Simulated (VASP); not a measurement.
# AlNi in VASP: a series of runs

The runs below take AlNi through single point, with PBEsol.

Everything below comes from runs of VASP 6.6.1. Logs are shortened: lines on timing, memory, paths and dates and some standing lists are left out, and cuts for length are marked.

## Step 1: The cell of the first run

The typed cell holds 2 atoms: a = 2.815 Å, b = 2.815 Å, c = 2.807 Å, α = 90.00°, β = 90.00°, γ = 90.00°.

## Step 2: Single point, PBEsol, collinear spin, ferromagnetic start

INCAR reads:

```
PREC     = Accurate       # precision mode
ENCUT    = 520            # plane-wave cutoff, eV
EDIFF    = 1E-6           # SCF threshold, eV
ISMEAR   = -1             # smearing method
SIGMA    = 0.05           # smearing width, eV
LREAL    = F              # projectors in reciprocal space
LASPH    = T              # aspherical terms in the spheres
NELM     = 150            # most SCF steps
ALGO     = Normal         # electronic algorithm
ISIF     = 2              # what is computed and relaxed
LWAVE    = F              # write WAVECAR
LCHARG   = F              # write CHGCAR
ISPIN    = 2              # spin polarisation
MAGMOM   = 1 0            # initial moments
LORBIT   = 11             # projections on sites
LMAXMIX  = 4              # l up to which the mixer works
GGA      = PS             # functional
NBANDS   = 18             # bands
```

KPOINTS reads:

```
Automatic mesh
0
Gamma
  10 10 9
```

POSCAR reads:

```
AlNi
1.0
    1.9908409757     -1.9908576148      0.0000000000
    1.9908409757      1.9908576148      0.0000000000
    0.0000000000      0.0000000000      2.8065618840
Ni Al
1 1
Direct
    0.5000000000      0.5000000000      0.5000000000
    0.0000000000      0.0000000000      0.0000000000
```

Potentials or basis: VASP PAW PBE potentials, release 64 (Ni, Al).

On the command line:

```
$ cat potpaw_PBE.64/Ni/POTCAR potpaw_PBE.64/Al/POTCAR > POTCAR
$ mpirun -np 1 vasp_std > vasp.out
```

OUTCAR:

```text
PREC = Accurate
   ENCUT = 520
   EDIFF = 1E-6
   ISMEAR = -1
   LREAL = F
   LASPH = T
   NELM = 150
   ISIF = 2
   ISPIN = 2
   LORBIT = 11
   GGA = PS

 ion  position               nearest neighbor table
   1  0.500  0.500  0.500-   2 2.44   2 2.44   2 2.44   2 2.44   2 2.44   2 2.44   2 2.44   2 2.44

   2  0.000  0.000  0.000-   1 2.44   1 2.44   1 2.44   1 2.44   1 2.44   1 2.44   1 2.44   1 2.44

  LATTYP: Found a simple tetragonal cell.
 ALAT       =     2.8154860740
 C/A-ratio  =     0.9968303200

  Lattice vectors:

 A1 = (   1.9908409757,  -1.9908576148,   0.0000000000)
 A2 = (   1.9908409757,   1.9908576148,   0.0000000000)
 A3 = (   0.0000000000,   0.0000000000,   2.8065618840)

Analysis of symmetry for initial positions (statically):
=====================================================================
 Subroutine PRICEL returns:
 Original cell was already a primitive cell.

 Routine SETGRP: Setting up the symmetry group for a
 simple tetragonal supercell.

 Subroutine GETGRP returns: Found 16 space group operations
 (whereof 16 operations were pure point group operations)
 out of a pool of 16 trial point group operations.

The static configuration has the point symmetry D_4h.

Analysis of symmetry for dynamics (positions and initial velocities):
=====================================================================
 Subroutine PRICEL returns:
 Original cell was already a primitive cell.

 Routine SETGRP: Setting up the symmetry group for a
 simple tetragonal supercell.

 Subroutine GETGRP returns: Found 16 space group operations
 (whereof 16 operations were pure point group operations)
 out of a pool of 16 trial point group operations.

The dynamic configuration has the point symmetry D_4h.

Analysis of structural, dynamic, and magnetic symmetry:
=====================================================================
 Subroutine PRICEL returns:
 Original cell was already a primitive cell.

 Routine SETGRP: Setting up the symmetry group for a
 simple tetragonal supercell.

 Subroutine GETGRP returns: Found 16 space group operations
 (whereof 16 operations were pure point group operations)
 out of a pool of 16 trial point group operations.

The overall configuration has the point symmetry D_4h.

 Subroutine INISYM returns: Found 16 space group operations
 (whereof 16 operations are pure point group operations),
 and found     1 'primitive' translations

----------------------------------------------------------------------------------------

                                     Primitive cell

  volume of cell :      22.2475

  direct lattice vectors                    reciprocal lattice vectors
     1.990840976 -1.990857615  0.000000000     0.251150145 -0.251148046  0.000000000
     1.990840976  1.990857615  0.000000000     0.251150145  0.251148046  0.000000000
     0.000000000  0.000000000  2.806561884     0.000000000  0.000000000  0.356307839

  length of vectors
     2.815486074  2.815486074  2.806561884     0.355178457  0.355178457  0.356307839

  position of ions in fractional coordinates (direct lattice)
     0.500000000  0.500000000  0.500000000
     0.000000000  0.000000000  0.000000000

  ion indices of the primitive-cell ions
   primitive index   ion index
                 1           1
                 2           2

----------------------------------------------------------------------------------------

 KPOINTS: Automatic mesh

Automatic generation of k-mesh.
 Grid dimensions read from file:
 generate k-points for:   10   10    9

 Generating k-lattice:

  Cartesian coordinates                     Fractional coordinates (reciprocal lattice)
     0.025115015 -0.025114805  0.000000000     0.100000000  0.000000000  0.000000000
     0.025115015  0.025114805  0.000000000     0.000000000  0.100000000  0.000000000
     0.000000000  0.000000000  0.039589760     0.000000000  0.000000000  0.111111111

  Length of vectors
     0.035517846  0.035517846  0.039589760

  Shift w.r.t. Gamma in fractional coordinates (k-lattice)
     0.000000000  0.000000000  0.000000000

 Subroutine IBZKPT returns following result:
 ===========================================

 Found    105 irreducible k-points:

 Following reciprocal coordinates:
            Coordinates               Weight
  0.000000  0.000000  0.000000      1.000000
  0.100000  0.000000  0.000000      4.000000
  0.200000  0.000000  0.000000      4.000000
  0.300000 -0.000000  0.000000      4.000000
  0.400000  0.000000  0.000000      4.000000
  0.500000 -0.000000  0.000000      2.000000
[... 16 lines left out ...]
  0.100000  0.000000  0.111111      8.000000
  0.200000  0.000000  0.111111      8.000000
 [... further k-points ...]
   k-points           NKPTS =    105   k-points in BZ     NKDIM =    105   number of bands    NBANDS=     18
   number of dos      NEDOS =    301   number of ions     NIONS =      2
   total plane-waves  NPLWV =  13824
   dimension x,y,z NGX =    24 NGY =   24 NGZ =   24
   dimension x,y,z NGXF=    48 NGYF=   48 NGZF=   48
   ions per type =               1   1
   NGX,Y,Z   is equivalent  to a cutoff of  14.17, 14.17, 14.22 a.u.
   NGXF,Y,Z  is equivalent  to a cutoff of  28.34, 28.34, 28.43 a.u.
 SYSTEM =  unknown system
   PREC   = accura    normal or accurate (medium, high low for compatibility)
   ISTART =      0    job   : 0-new  1-cont  2-samecut
   ICHARG =      2    charge: 1-file 2-atom 10-const
   ISPIN  =      2    spin polarized calculation?
   LNONCOLLINEAR =      F non collinear calculations
   LSORBIT =      F    spin-orbit coupling
   LASPH  =      T    aspherical Exc in radial PAW
   ENCUT  =  520.0 eV  38.22 Ry    6.18 a.u.   5.23  5.23  5.22*2*pi/ulx,y,z
   NELM   =    150;   NELMIN=  2; NELMDL= -5     # of ELM steps
   EDIFF  = 0.1E-05   stopping-criterion for ELM
   LREAL  =      F    real-space projection
   EDIFFG = 0.1E-04   stopping-criterion for IOM
   NSW    =      0    number of steps for IOM
   IBRION =     -1    ionic relax: 0-MD 1-quasi-New 2-CG
   NFREE  =      0    steps in history (QN), initial steepest desc. (CG)
   ISIF   =      2    stress and relaxation
   ISYM   =      2    0-nonsym 1-usesym 2-fastsym
   POTIM  = 0.5000    time-step for ionic-motion
   TEBEG  =    0.0;   TEEND  =   0.0 temperature during run
   PSTRESS=    0.0 pullay stress
[... 14 lines left out ...]
   GGA     = PS    functional components
   LHFCALC =     F    Hartree Fock is set to
   AEXX    =    0.0000 exact exchange contribution
   IVDW    =     0    specifies the selected vdW correction
   LEPSILON=     F    determine dielectric tensor
   LRPA    =     F    only Hartree local field effects (RPA)
 spin polarized calculation
  energy-cutoff  :      520.00
  volume of cell :       22.25
 maximum number of plane-waves:       624
 NGX is ok and might be reduce to    24
   NGX = 11   NGY = 11   NGZ = 11

 number of electron      13.0000000 magnetization      -0.0006597

 number of electron      13.0000000 magnetization       0.0002180

 Free energy of the ion-electron system (eV)
  ---------------------------------------------------
  ext. energy  EPLUGINS =         0.00000000
  ---------------------------------------------------
  free energy    TOTEN  =       -11.55247783 eV

  energy without entropy =      -11.54647761  energy(sigma->0) =      -11.54947772

 E-fermi :  10.9265     XC(G=0): -12.5214

 val. band max:       10.8731430980   @ k =   0.5000   0.3000   0.4444
 cond. band min:      10.9318008628   @ k =   0.3000   0.3000   0.4444
 fundamental gap:      0.0586577648
 Fermi energy:        10.9265125028

 spin component 1

 k-point     1 :       0.0000    0.0000    0.0000
  band No.  band energies     occupation
      1      -0.7905      1.00000
      2       7.2742      1.00000
      3       7.2780      1.00000
      4       9.1767      1.00000
      5       9.1814      1.00000
      6       9.1815      1.00000
[... 10 lines left out ...]
     17      34.9536      0.00000
     18      35.0291      0.00000

 k-point     2 :       0.1000    0.0000    0.0000
  band No.  band energies     occupation
      1      -0.5972      1.00000
      2       7.2621      1.00000
      3       7.3226      1.00000
      4       9.0906      1.00000
      5       9.0968      1.00000
      6       9.1908      1.00000
[... 10 lines left out ...]
     17      34.9799      0.00000
     18      36.0085      0.00000

 k-point     3 :       0.2000    0.0000    0.0000
  band No.  band energies     occupation
      1      -0.0234      1.00000
      2       7.1184      1.00000
      3       7.4497      1.00000
      4       8.8797      1.00000
      5       8.8891      1.00000
      6       9.2154      1.00000
[... 412 lines left out ...]
 k-point    23 :       0.1000    0.0000    0.1111
  band No.  band energies     occupation
      1      -0.3586      1.00000
      2       7.2925      1.00000
      3       7.3445      1.00000
      4       8.9784      1.00000
      5       9.0725      1.00000
      6       9.1174      1.00000
[... 10 lines left out ...]
     17      34.2962      0.00000
     18      36.5858      0.00000

 k-point    24 :       0.2000    0.0000    0.1111
  band No.  band energies     occupation
      1       0.2106      1.00000
      2       7.1972      1.00000
      3       7.4516      1.00000
      4       8.7528      1.00000
      5       8.8917      1.00000
      6       9.1187      1.00000
[... 10 lines left out ...]
     17      33.6800      0.00000
     18      36.2910      0.00000

 [... further k-points ...]

 spin component 2

 k-point     1 :       0.0000    0.0000    0.0000
  band No.  band energies     occupation
      1      -0.7906      1.00000
      2       7.2743      1.00000
      3       7.2780      1.00000
      4       9.1768      1.00000
      5       9.1815      1.00000
      6       9.1816      1.00000
[... 10 lines left out ...]
     17      34.9536      0.00000
     18      35.0290      0.00000

 k-point     2 :       0.1000    0.0000    0.0000
  band No.  band energies     occupation
      1      -0.5972      1.00000
      2       7.2622      1.00000
      3       7.3227      1.00000
      4       9.0907      1.00000
      5       9.0969      1.00000
      6       9.1909      1.00000
[... 10 lines left out ...]
     17      34.9799      0.00000
     18      35.9992      0.00000

 k-point     3 :       0.2000    0.0000    0.0000
  band No.  band energies     occupation
      1      -0.0235      1.00000
      2       7.1184      1.00000
      3       7.4497      1.00000
      4       8.8798      1.00000
      5       8.8892      1.00000
      6       9.2154      1.00000
[... 412 lines left out ...]
 k-point    23 :       0.1000    0.0000    0.1111
  band No.  band energies     occupation
      1      -0.3587      1.00000
      2       7.2926      1.00000
      3       7.3445      1.00000
      4       8.9785      1.00000
      5       9.0726      1.00000
      6       9.1175      1.00000
[... 10 lines left out ...]
     17      34.2962      0.00000
     18      36.5857      0.00000

 k-point    24 :       0.2000    0.0000    0.1111
  band No.  band energies     occupation
      1       0.2105      1.00000
      2       7.1972      1.00000
      3       7.4517      1.00000
      4       8.7529      1.00000
      5       8.8917      1.00000
      6       9.1188      1.00000
[... 10 lines left out ...]
     17      33.6800      0.00000
     18      36.2910      0.00000

 [... further k-points ...]

------------------------ aborting loop because EDIFF is reached ----------------------------------------

  FORCE on cell =-STRESS in cart. coord.  units (eV):
  Direction    XX          YY          ZZ          XY          YZ          ZX
  --------------------------------------------------------------------------------------
  -------------------------------------------------------------------------------------
  Total        1.4077653      1.4077889      1.4144434      0.0000000      0.0000000      0.0000000
  in kB      101.3816750    101.3833696    101.8625991      0.0000000      0.0000000      0.0000000
  external PRESSURE =     101.5425479 kB  Pullay stress =       0.0000000 kB

 VOLUME and BASIS-vectors are now :
 -----------------------------------------------------------------------------
  energy-cutoff  :      520.00
  volume of cell :       22.25
      direct lattice vectors                 reciprocal lattice vectors
     1.990840976 -1.990857615  0.000000000     0.251150145 -0.251148046  0.000000000
     1.990840976  1.990857615  0.000000000     0.251150145  0.251148046  0.000000000
     0.000000000  0.000000000  2.806561884     0.000000000  0.000000000  0.356307839

 POSITION                                       TOTAL-FORCE (eV/Angst)
 -----------------------------------------------------------------------------------
      1.99084      0.00000      1.40328         0.000000      0.000000      0.000000
      0.00000      0.00000      0.00000         0.000000      0.000000      0.000000
 -----------------------------------------------------------------------------------
    total drift:                                0.000000     -0.000000     -0.000000

  FREE ENERGIE OF THE ION-ELECTRON SYSTEM (eV)
  ---------------------------------------------------
  free  energy   TOTEN  =       -11.5524778279 eV

  energy  without entropy=      -11.5464776129  energy(sigma->0) =      -11.54947772

 total charge

# of ion       s       p       d       tot
------------------------------------------
    1        0.511   0.587   8.514   9.612
    2        0.391   0.445   0.000   0.836
--------------------------------------------------
tot          0.902   1.032   8.514  10.448

 magnetization (x)

# of ion       s       p       d       tot
------------------------------------------
    1       -0.000  -0.000   0.000   0.000
    2        0.000   0.000   0.000   0.000
--------------------------------------------------
tot          0.000  -0.000   0.000   0.000
```

Wall time 42 s (1 thread of Intel Xeon Platinum 8488C (Sapphire Rapids), shared host); peak memory 0.19 GiB.

What came out:

```yaml
Free_energy: -11.5525 eV
Pressure: 10.2 GPa
Net_moment: 0.00 μB per cell
Valence_electrons_inside_the_program's_atomic_spheres: Ni 9.61; Al 0.84
```

Levels at points of the mesh, in eV from the Fermi level:
Spin up:
| k point | band 3 | band 4 | band 5 | band 6 | band 7 | band 8 | band 9 | band 10 | band 11 | band 12 |
| --- | --- | --- | --- | --- | --- | --- | --- | --- | --- | --- |
| (0.00, 0.00, 0.00) | -3.65 | -1.75 | -1.75 | -1.75 | 5.72 | 5.72 | 5.84 | 8.32 | 8.35 | 15.02 |
| (0.50, 0.00, 0.00) | -3.12 | -2.52 | -2.51 | -1.65 | -0.75 | 8.33 | 10.26 | 10.37 | 11.54 | 11.64 |
| (0.50, 0.50, 0.00) | -3.14 | -3.14 | -2.34 | -2.34 | -1.16 | 1.52 | 2.79 | 13.12 | 15.71 | 15.71 |
Spin down:
```
           k point  band 4  band 5  band 6  band 7  band 8  band 9  band 10  band 11
(0.00, 0.00, 0.00)   -1.75   -1.75   -1.74    5.72    5.72    5.84     8.32     8.35
(0.50, 0.00, 0.00)   -2.52   -2.51   -1.65   -0.74    8.33   10.26    10.37    11.54
(0.50, 0.50, 0.00)   -3.14   -2.34   -2.34   -1.16    1.52    2.79    13.12    15.71
```

Caveat: the cell stands under pressure; the PAW data sets were made with another functional, which shifts forces and pressure a little.

## Step 3: Single point, PBEsol, collinear spin, ferromagnetic start

This run uses another cell than the first one, of 11.40 Å³/atom.

INCAR reads:

```
ALGO = Normal
EDIFF = 1E-7
ENCUT = 520
GGA = PS
ISIF = 2
ISMEAR = -1
ISPIN = 2
LASPH = True
LCHARG = True
LELF = True
LMAXMIX = 4
LORBIT = 11
LREAL = False
LVHAR = True
LWAVE = False
MAGMOM = 1 0
NBANDS = 18
NELM = 150
PREC = Accurate
SIGMA = 0.05
```

KPOINTS reads:

```
k-points
0
Gamma
  10 10 9
```

POSCAR reads:

```
AlNi
1.0
    2.0060990783     -2.0061155912      0.0000000000
    2.0060990783      2.0061155912      0.0000000000
    0.0000000000      0.0000000000      2.8331349155
Ni Al
1 1
Direct
    0.5000000000      0.5000000000      0.5000000000
    0.0000000000      0.0000000000      0.0000000000
```

Potentials or basis: VASP PAW PBE potentials, release 64 (Ni, Al).

On the command line:

```
$ cat potpaw_PBE.64/Ni/POTCAR potpaw_PBE.64/Al/POTCAR > POTCAR
$ mpirun -np 1 vasp_std > vasp.out
```

Wall time 49 s (1 thread of Intel Xeon Platinum 8488C (Sapphire Rapids), shared host); peak memory 0.2 GiB.

Results (log left out):

| Quantity | Value |
| --- | --- |
| Free energy | -11.5791 eV |
| Pressure | 5.2 GPa |
| Net moment | 0.00 μB per cell |
| Valence electrons inside the program's atomic spheres | Ni 9.56; Al 0.82 |

Stress tensor (GPa, compression positive):
```
5.14 0.00 0.00
0.00 5.14 0.00
0.00 0.00 5.23
```

Levels at points of the mesh, in eV from the Fermi level:
Spin up:
```tsv
k point	band 4	band 5	band 6	band 7	band 8	band 9	band 10	band 11
(0.00, 0.00, 0.00)	-1.69	-1.69	-1.69	5.64	5.64	5.69	8.25	8.26
(0.50, 0.00, 0.00)	-2.44	-2.43	-1.59	-0.72	8.31	10.16	10.21	11.31
(0.50, 0.50, 0.00)	-3.06	-2.26	-2.26	-1.12	1.49	2.68	12.80	15.48
```
Spin down:
```tsv
k point	band 3	band 4	band 5	band 6	band 7	band 8	band 9	band 10	band 11	band 12
(0.00, 0.00, 0.00)	-3.52	-1.69	-1.69	-1.69	5.64	5.64	5.69	8.25	8.26	14.55
(0.50, 0.00, 0.00)	-3.01	-2.44	-2.43	-1.59	-0.72	8.31	10.16	10.21	11.31	11.35
(0.50, 0.50, 0.00)	-3.06	-3.06	-2.26	-2.26	-1.12	1.49	2.68	12.80	15.48	15.48
```

Caveat: the cell stands under pressure; the PAW data sets were made with another functional, which shifts forces and pressure a little.

## Step 4: Single point, PBEsol, collinear spin, ferromagnetic start

This run uses another cell than the first one, of 11.72 Å³/atom.

INCAR reads:

```
SYSTEM = AlNi
ALGO = Normal
EDIFF = 1E-7
ENCUT = 520
GGA = PS
ISIF = 2
ISMEAR = -1
ISPIN = 2
LASPH = .TRUE.
LCHARG = .FALSE.
LMAXMIX = 4
LORBIT = 11
LREAL = .FALSE.
LWAVE = .FALSE.
MAGMOM = 1 0
NBANDS = 18
NELM = 150
PREC = Accurate
SIGMA = 0.05
```

KPOINTS reads:

```
k-points
0
G
  10 10 9
  0 0 0
```

POSCAR reads:

```
AlNi
1.0
    2.0226076302     -2.0223982891      0.0000000000
    2.0226076302      2.0223982891      0.0000000000
    0.0000000000      0.0000000000      2.8645139864
Ni Al
1 1
Direct
    0.5000000000      0.5000000000      0.5000000000
    0.0000000000      0.0000000000      0.0000000000
```

On the command line:

```
$ cat potpaw_PBE.64/Ni/POTCAR potpaw_PBE.64/Al/POTCAR > POTCAR
$ mpirun -np 1 vasp_std > vasp.out
```

Wall time 60 s (1 thread of Intel Xeon Platinum 8488C (Sapphire Rapids), shared host); peak memory 0.22 GiB.

The run converged. Its results:

| Quantity | Value |
| --- | --- |
| Free energy | -11.5895 eV |
| Pressure | 0.2 GPa |
| Net moment | 0.00 μB per cell |
| Valence electrons inside the program's atomic spheres | Ni 9.51; Al 0.81 |

Levels at points of the mesh, in eV from the Fermi level:
Spin up:
```tsv
k point	band 2	band 3	band 4	band 5	band 6	band 7	band 8	band 9	band 10	band 11
(0.00, 0.00, 0.00)	-3.38	-3.38	-1.63	-1.63	-1.62	5.50	5.56	5.56	8.16	8.18
(0.50, 0.00, 0.00)	-6.94	-2.89	-2.36	-2.35	-1.54	-0.70	8.28	10.02	10.07	11.03
(0.50, 0.50, 0.00)	-3.51	-2.97	-2.97	-2.18	-2.18	-1.08	1.46	2.56	12.44	15.22
```
Spin down:
```tsv
k point	band 3	band 4	band 5	band 6	band 7	band 8	band 9	band 10
(0.00, 0.00, 0.00)	-3.38	-1.63	-1.63	-1.62	5.50	5.56	5.56	8.16
(0.50, 0.00, 0.00)	-2.89	-2.36	-2.35	-1.54	-0.70	8.28	10.02	10.07
(0.50, 0.50, 0.00)	-2.97	-2.97	-2.18	-2.18	-1.08	1.46	2.56	12.44
```

Caveat: the PAW data sets were made with another functional, which shifts forces and pressure a little.

## Step 5: Summary

| cell | gap on the mesh (eV) | pressure (GPa) | moment (μB) |
| --- | --- | --- | --- |
| a = 2.815, b = 2.815, c = 2.807 Å, 2 atoms | none | 10.2 | 0.00 |
| a = 2.837, b = 2.837, c = 2.833 Å, 2 atoms | none | 5.2 | 0.00 |
| a = 2.860, b = 2.860, c = 2.865 Å, 2 atoms | none | 0.2 | 0.00 |

Alike in all rows: task single point; level PBEsol; potentials or basis VASP PAW PBE potentials, release 64 (Ni, Al); spin collinear, ferromagnetic start; k mesh 10 × 10 × 9; cutoff (eV) 520; smearing fermi-dirac 0.05 eV.

Caveats: the PAW data sets were made with another functional, which shifts forces and pressure a little; the cell stands under pressure (at least some runs).

Absolute energies hang on the potentials; compare differences alone.
